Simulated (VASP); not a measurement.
# PbSe (F-43m) in VASP: a series of runs

PbSe is run at these levels: PBE; tasks: single point.

Everything below comes from runs of VASP 6.6.1. Logs are shortened: lines on timing, memory, paths and dates and some standing lists are left out, and cuts for length are marked.

## (1) The cell of the first run

The structure is cubic, space group F-43m (No. 216). The conventional cell has a = 6.846 Å, b = 6.846 Å, c = 6.846 Å, α = 90.00°, β = 90.00°, γ = 90.00°. Pb (site symmetry -43m) has 4 Se at 2.96 Å within 3.9 Å. Within 3.9 Å of Se (site symmetry -43m) lie 4 Pb at 2.96 Å.

## (2) Single point, PBE

File INCAR:

```
SYSTEM = PbSe
ALGO = Normal ; EDIFF = 1E-7
ENCUT = 520 ; GGA = PE
ISIF = 2 ; ISMEAR = 0
LASPH = .True. ; LCHARG = .True.
LELF = .True. ; LREAL = .False.
LVHAR = .True. ; LWAVE = .False.
NBANDS = 17 ; NELM = 80
PREC = Accurate ; SIGMA = 0.01
```

File KPOINTS:

```
k-points
0
Gamma
  4 4 4
  0 0 0
```

File POSCAR:

```
PbSe
1.0
    0.0000000000      3.4232041329      3.4232041329
    3.4232041329      0.0000000000      3.4232041329
    3.4232041329      3.4232041329      0.0000000000
Pb Se
1 1
Direct
    0.0000000000      0.0000000000      0.0000000000
    0.2500000000      0.2500000000      0.2500000000
```

Potentials or basis: VASP PAW PBE potentials, release 64 (Pb_d, Se).

Command:

```
> cat potpaw_PBE.64/Pb_d/POTCAR potpaw_PBE.64/Se/POTCAR > POTCAR
> mpirun -np 1 vasp_std > vasp.out
```

OUTCAR:

```text
SYSTEM = PbSe
   EDIFF = 1E-7
   ENCUT = 520
   GGA = PE
   ISIF = 2
   ISMEAR = 0
   LASPH = .True.
   LREAL = .False.
   NELM = 80
   PREC = Accurate

 ion  position               nearest neighbor table
   1  0.000  0.000  0.000-   2 2.96   2 2.96   2 2.96   2 2.96
   2  0.250  0.250  0.250-   1 2.96   1 2.96   1 2.96   1 2.96

  LATTYP: Found a face centered cubic cell.
 ALAT       =     6.8464082658

  Lattice vectors:

 A1 = (   0.0000000000,   3.4232041329,   3.4232041329)
 A2 = (   3.4232041329,   0.0000000000,   3.4232041329)
 A3 = (   3.4232041329,   3.4232041329,   0.0000000000)

Analysis of symmetry for initial positions (statically):
=====================================================================
 Subroutine PRICEL returns:
 Original cell was already a primitive cell.

 Routine SETGRP: Setting up the symmetry group for a
 face centered cubic supercell.

 Subroutine GETGRP returns: Found 24 space group operations
 (whereof 24 operations were pure point group operations)
 out of a pool of 48 trial point group operations.

The static configuration has the point symmetry T_d .

Analysis of symmetry for dynamics (positions and initial velocities):
=====================================================================
 Subroutine PRICEL returns:
 Original cell was already a primitive cell.

 Routine SETGRP: Setting up the symmetry group for a
 face centered cubic supercell.

 Subroutine GETGRP returns: Found 24 space group operations
 (whereof 24 operations were pure point group operations)
 out of a pool of 48 trial point group operations.

The dynamic configuration has the point symmetry T_d .

 Subroutine INISYM returns: Found 24 space group operations
 (whereof 24 operations are pure point group operations),
 and found     1 'primitive' translations

----------------------------------------------------------------------------------------

                                     Primitive cell

  volume of cell :      80.2284

  direct lattice vectors                    reciprocal lattice vectors
     0.000000000  3.423204133  3.423204133    -0.146061988  0.146061988  0.146061988
     3.423204133  0.000000000  3.423204133     0.146061988 -0.146061988  0.146061988
     3.423204133  3.423204133  0.000000000     0.146061988  0.146061988 -0.146061988

  length of vectors
     4.841141712  4.841141712  4.841141712     0.252986784  0.252986784  0.252986784

  position of ions in fractional coordinates (direct lattice)
     0.000000000  0.000000000  0.000000000
     0.250000000  0.250000000  0.250000000

  ion indices of the primitive-cell ions
   primitive index   ion index
                 1           1
                 2           2

----------------------------------------------------------------------------------------

 KPOINTS: k-points

Automatic generation of k-mesh.
 Grid dimensions read from file:
 generate k-points for:    4    4    4

 Generating k-lattice:

  Cartesian coordinates                     Fractional coordinates (reciprocal lattice)
    -0.036515497  0.036515497  0.036515497     0.250000000  0.000000000  0.000000000
     0.036515497 -0.036515497  0.036515497     0.000000000  0.250000000  0.000000000
     0.036515497  0.036515497 -0.036515497     0.000000000  0.000000000  0.250000000

  Length of vectors
     0.063246696  0.063246696  0.063246696

  Shift w.r.t. Gamma in fractional coordinates (k-lattice)
     0.000000000  0.000000000  0.000000000

 Subroutine IBZKPT returns following result:
 ===========================================

 Found      8 irreducible k-points:

 Following reciprocal coordinates:
            Coordinates               Weight
  0.000000  0.000000  0.000000      1.000000
  0.250000  0.000000  0.000000      8.000000
  0.500000  0.000000  0.000000      4.000000
  0.250000  0.250000  0.000000      6.000000
  0.500000  0.250000  0.000000     24.000000
 -0.250000  0.250000  0.000000     12.000000
  0.500000  0.500000  0.000000      3.000000
 -0.250000  0.500000  0.250000      6.000000
   k-points           NKPTS =      8   k-points in BZ     NKDIM =      8   number of bands    NBANDS=     17
   number of dos      NEDOS =    301   number of ions     NIONS =      2
   total plane-waves  NPLWV =  46656
   dimension x,y,z NGX =    36 NGY =   36 NGZ =   36
   dimension x,y,z NGXF=    72 NGYF=   72 NGZF=   72
   ions per type =               1   1
   NGX,Y,Z   is equivalent  to a cutoff of  12.36, 12.36, 12.36 a.u.
   NGXF,Y,Z  is equivalent  to a cutoff of  24.72, 24.72, 24.72 a.u.
 SYSTEM =  PbSe
   PREC   = accura    normal or accurate (medium, high low for compatibility)
   ISTART =      0    job   : 0-new  1-cont  2-samecut
   ICHARG =      2    charge: 1-file 2-atom 10-const
   ISPIN  =      1    spin polarized calculation?
   LNONCOLLINEAR =      F non collinear calculations
   LSORBIT =      F    spin-orbit coupling
   LASPH  =      T    aspherical Exc in radial PAW
   ENCUT  =  520.0 eV  38.22 Ry    6.18 a.u.   9.00  9.00  9.00*2*pi/ulx,y,z
   NELM   =     80;   NELMIN=  2; NELMDL= -5     # of ELM steps
   EDIFF  = 0.1E-06   stopping-criterion for ELM
   LREAL  =      F    real-space projection
   EDIFFG = 0.1E-05   stopping-criterion for IOM
   NSW    =      0    number of steps for IOM
   IBRION =     -1    ionic relax: 0-MD 1-quasi-New 2-CG
   NFREE  =      0    steps in history (QN), initial steepest desc. (CG)
   ISIF   =      2    stress and relaxation
   ISYM   =      2    0-nonsym 1-usesym 2-fastsym
   POTIM  = 0.5000    time-step for ionic-motion
   TEBEG  =    0.0;   TEEND  =   0.0 temperature during run
   PSTRESS=    0.0 pullay stress
   NELECT =      20.0000    total number of electrons
   NUPDOWN=      -1.0000    fix difference up-down
   EMIN   =  10.00;   EMAX   =-10.00  energy-range for DOS
   EFERMI =   0.00;   METHOD = LEGACY
   ISMEAR =     0;   SIGMA  =   0.01  broadening in eV -4-tet -1-fermi 0-gaus
   EFERMI_NEDOS =   21; number of points for ismear=-14 and -15
   IALGO  =     38    algorithm
   IMIX   =      4    mixing-type and parameters
     AMIX     =   0.40;   BMIX     =  1.00
     AMIX_MAG =   1.60;   BMIX_MAG =  1.00
  volume/ion in A,a.u.               =      40.11       270.70
  Fermi-wavevector in a.u.,A,eV,Ry     =   1.030328  1.947037 14.443606  1.061575
  Thomas-Fermi vector in A             =   2.164420
   LORBIT       =      0    0 simple, 1 ext, 2 COOP (PROOUT), +10 PAW based schemes
   GGA     = PE    functional components
   LHFCALC =     F    Hartree Fock is set to
   AEXX    =    0.0000 exact exchange contribution
   IVDW    =     0    specifies the selected vdW correction
   LEPSILON=     F    determine dielectric tensor
   LRPA    =     F    only Hartree local field effects (RPA)
 non-spin polarized calculation
 Gauss-broadening in eV      SIGMA  =   0.01
  energy-cutoff  :      520.00
  volume of cell :       80.23
 maximum number of plane-waves:      2200
   NGX = 17   NGY = 17   NGZ = 17

 number of electron      20.0000005 magnetization

 Free energy of the ion-electron system (eV)
  ---------------------------------------------------
  ext. energy  EPLUGINS =         0.00000000
  ---------------------------------------------------
  free energy    TOTEN  =        -7.84076528 eV

  energy without entropy =       -7.84076528  energy(sigma->0) =       -7.84076528

 E-fermi :   2.4038     XC(G=0):  -7.7365

 val. band max:        2.3532630870   @ k =  -0.2500   0.5000   0.2500
 cond. band min:       2.9747172338   @ k =   0.5000   0.5000   0.0000
 fundamental gap:      0.6214541468
 Fermi energy:         2.4037702175

 k-point     1 :       0.0000    0.0000    0.0000
  band No.  band energies     occupation
      1     -14.4578      2.00000
      2     -14.4578      2.00000
      3     -14.4578      2.00000
      4     -14.4270      2.00000
      5     -14.4270      2.00000
      6     -10.4497      2.00000
[... 9 lines left out ...]
     16      10.5612      0.00000
     17      11.3722      0.00000

 k-point     2 :       0.2500    0.0000    0.0000
  band No.  band energies     occupation
      1     -14.4708      2.00000
      2     -14.4534      2.00000
      3     -14.4534      2.00000
      4     -14.4264      2.00000
      5     -14.4264      2.00000
      6     -10.1822      2.00000
[... 9 lines left out ...]
     16       9.7465      0.00000
     17      10.8640      0.00000

 k-point     3 :       0.5000    0.0000    0.0000
  band No.  band energies     occupation
      1     -14.4836      2.00000
      2     -14.4502      2.00000
      3     -14.4502      2.00000
      4     -14.4245      2.00000
      5     -14.4245      2.00000
      6      -9.8557      2.00000
[... 9 lines left out ...]
     16      10.7122      0.00000
     17      10.7122      0.00000

 k-point     4 :       0.2500    0.2500    0.0000
  band No.  band energies     occupation
      1     -14.4804      2.00000
      2     -14.4483      2.00000
      3     -14.4483      2.00000
      4     -14.4299      2.00000
      5     -14.4240      2.00000
      6     -10.0883      2.00000
[... 9 lines left out ...]
     16      11.1029      0.00000
     17      12.8425      0.00000

 k-point     5 :       0.5000    0.2500    0.0000
  band No.  band energies     occupation
      1     -14.4910      2.00000
      2     -14.4460      2.00000
      3     -14.4441      2.00000
      4     -14.4292      2.00000
      5     -14.4232      2.00000
      6      -9.7474      2.00000
[... 9 lines left out ...]
     16      11.0846      0.00000
     17      11.7760      0.00000

 k-point     6 :      -0.2500    0.2500    0.0000
  band No.  band energies     occupation
      1     -14.4838      2.00000
      2     -14.4488      2.00000
      3     -14.4481      2.00000
      4     -14.4267      2.00000
      5     -14.4255      2.00000
      6      -9.8660      2.00000
[... 9 lines left out ...]
     16      10.5060      0.00000
     17      11.7642      0.00000

 k-point     7 :       0.5000    0.5000    0.0000
  band No.  band energies     occupation
      1     -14.5019      2.00000
      2     -14.4388      2.00000
      3     -14.4388      2.00000
      4     -14.4333      2.00000
      5     -14.4210      2.00000
      6      -9.6242      2.00000
[... 9 lines left out ...]
     16      12.0547      0.00000
     17      12.2443      0.00000

 k-point     8 :      -0.2500    0.5000    0.2500
  band No.  band energies     occupation
      1     -14.4944      2.00000
      2     -14.4468      2.00000
      3     -14.4395      2.00000
      4     -14.4295      2.00000
      5     -14.4240      2.00000
      6      -9.6196      2.00000
[... 9 lines left out ...]
     16      11.5864      0.00000
     17      11.6646      0.00000

------------------------ aborting loop because EDIFF is reached ----------------------------------------

  FORCE on cell =-STRESS in cart. coord.  units (eV):
  Direction    XX          YY          ZZ          XY          YZ          ZX
  --------------------------------------------------------------------------------------
  -------------------------------------------------------------------------------------
  Total        0.3410886      0.3410886      0.3410886     -0.0000000     -0.0000000      0.0000000
  in kB        6.8116035      6.8116035      6.8116035     -0.0000000     -0.0000000      0.0000000
  external PRESSURE =       6.8116035 kB  Pullay stress =       0.0000000 kB

 VOLUME and BASIS-vectors are now :
 -----------------------------------------------------------------------------
  energy-cutoff  :      520.00
  volume of cell :       80.23
      direct lattice vectors                 reciprocal lattice vectors
     0.000000000  3.423204133  3.423204133    -0.146061988  0.146061988  0.146061988
     3.423204133  0.000000000  3.423204133     0.146061988 -0.146061988  0.146061988
     3.423204133  3.423204133  0.000000000     0.146061988  0.146061988 -0.146061988

 POSITION                                       TOTAL-FORCE (eV/Angst)
 -----------------------------------------------------------------------------------
      0.00000      0.00000      0.00000        -0.000000     -0.000000     -0.000000
      1.71160      1.71160      1.71160         0.000000      0.000000      0.000000
 -----------------------------------------------------------------------------------
    total drift:                                0.000000      0.000000      0.000000

  FREE ENERGIE OF THE ION-ELECTRON SYSTEM (eV)
  ---------------------------------------------------
  free  energy   TOTEN  =        -7.8407652844 eV

  energy  without entropy=       -7.8407652844  energy(sigma->0) =       -7.84076528
```

Wall time 15 s (1 thread of AMD EPYC 9R14 (Zen 4), shared host); peak memory 0.17 GiB.

What came out:

```yaml
Free_energy: -7.8408 eV
Pressure: 0.7 GPa
Band_gap_on_the_k_mesh: 0.62 eV, indirect (least direct gap 1.15 eV)
```

Levels at points of the mesh, in eV from the valence-band top:
| k point | band 7 | band 8 | band 9 | band 10 | band 11 | band 12 | band 13 | band 14 |
| --- | --- | --- | --- | --- | --- | --- | --- | --- |
| (0.00, 0.00, 0.00) | -6.40 | -1.64 | -1.64 | -1.64 | 2.10 | 2.10 | 2.10 | 4.70 |
| (0.50, 0.00, 0.00) | -7.89 | -2.17 | -2.17 | -2.02 | 2.86 | 2.86 | 3.64 | 6.52 |
| (0.50, 0.50, 0.00) | -8.25 | -2.86 | -2.86 | -0.53 | 0.62 | 4.85 | 4.85 | 5.92 |

Caveat: spin-orbit coupling is left out, which moves the levels of the heavy elements.

## (3) Single point, PBE

File INCAR:

```
ALGO     = Normal         # electronic algorithm
EDIFF    = 1E-6           # SCF threshold, eV
ENCUT    = 520            # plane-wave cutoff, eV
GGA      = PE             # functional
ISIF     = 2              # what is computed and relaxed
ISMEAR   = 0              # smearing method
LASPH    = True           # aspherical terms in the spheres
LCHARG   = True           # write CHGCAR
LELF     = True           # ELF
LREAL    = False          # projectors in reciprocal space
LVHAR    = True         
LWAVE    = False          # write WAVECAR
NBANDS   = 17             # bands
NELM     = 60             # most SCF steps
PREC     = Accurate       # precision mode
SIGMA    = 0.01           # smearing width, eV
```

File KPOINTS:

```
k-points
0
Gamma
  4 4 4
```

POSCAR is that of step 2.

Potentials or basis: VASP PAW PBE potentials, release 64 (Pb_d, Se).

Command:

```
> cat potpaw_PBE.64/Pb_d/POTCAR potpaw_PBE.64/Se/POTCAR > POTCAR
> mpirun -np 1 vasp_std > vasp.out
```

It took 14 s on 1 thread of AMD EPYC 9R14 (Zen 4), shared host; peak memory 0.17 GiB.

It converged, with:

```yaml
Free_energy: -7.8408 eV
Pressure: 0.7 GPa
Band_gap_on_the_k_mesh: 0.62 eV, indirect (least direct gap 1.15 eV)
```

Levels at points of the mesh, in eV from the valence-band top:
```tsv
k point	band 7	band 8	band 9	band 10	band 11	band 12	band 13	band 14
(0.00, 0.00, 0.00)	-6.40	-1.64	-1.64	-1.64	2.10	2.10	2.10	4.70
(0.50, 0.00, 0.00)	-7.89	-2.17	-2.17	-2.02	2.86	2.86	3.64	6.52
(0.50, 0.50, 0.00)	-8.25	-2.86	-2.86	-0.53	0.62	4.85	4.85	5.92
```

Caveat: spin-orbit coupling is left out, which moves the levels of the heavy elements. A k mesh can miss the band edges.
